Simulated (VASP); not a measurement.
Input of a VASP 6.6.1 run:

Contents of INCAR:

```
SYSTEM = Al
PREC = Accurate
ENCUT = 520
EDIFF = 1E-7
ISMEAR = -1
SIGMA = 0.08
LREAL = .FALSE.
LASPH = .TRUE.
NELM = 80
ALGO = Normal
ISIF = 2
LWAVE = .FALSE.
LCHARG = .FALSE.
NBANDS = 10
```

File KPOINTS:

```
Automatic mesh
0
G
  15 15 8
  0 0 0
```

POSCAR

```
Al
1.0
    2.4830867323      0.0000000000      0.0000000000
   -1.2415433662      2.1504161899      0.0000000000
    0.0000000000      0.0000000000      4.0623853878
Al
2
Direct
    0.3333333333      0.6666666667      0.2500000000
    0.6666666667      0.3333333333      0.7500000000
```

Potentials or basis: VASP PAW LDA potentials, release 64 (Al).

The run is started by

```console
$ cat potpaw_LDA.64/Al/POTCAR > POTCAR
$ mpirun -np 1 vasp_std > vasp.out
```

**Question.** Predict the band gap on the k mesh.

**Answer.** Zero (band 3 reaches 18.00 eV, above the bottom of band 4 at 9.24 eV).

**Question.** Estimate the pressure.

**Answer.** 71.5 GPa.
